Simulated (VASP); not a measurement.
Here is a VASP 6.6.1 calculation.

The input INCAR:

```
SYSTEM = Li
ALGO = Normal
EDIFF = 1E-6
ENCUT = 520
GGA = PE
ISIF = 2
ISMEAR = -1
LASPH = .True.
LCHARG = .False.
LREAL = .False.
LWAVE = .False.
NBANDS = 10
NELM = 100
PREC = Accurate
SIGMA = 0.08
```

KPOINTS

```
k-points
0
Gamma
  15 15 15
  0 0 0
```

File POSCAR:

```
Li
1.0
   -2.4677734320      2.4677734320      1.3349489094
    2.4677734320     -2.4677734320      1.3349489094
    2.4677734320      2.4677734320     -1.3349489094
Li
2
Direct
   -0.3750000000     -0.1250000000     -0.2500000000
    0.3750000000      0.1250000000      0.2500000000
```

Potentials or basis: VASP PAW PBE potentials, release 64 (Li_sv).

Launch:

```sh
$ cat potpaw_PBE.64/Li_sv/POTCAR > POTCAR
$ mpirun -np 1 vasp_std > vasp.out
```

Task: What does it give for the band gap on the k mesh?

Result: Zero (band 3 reaches 2.86 eV, above the bottom of band 4 at -0.24 eV).
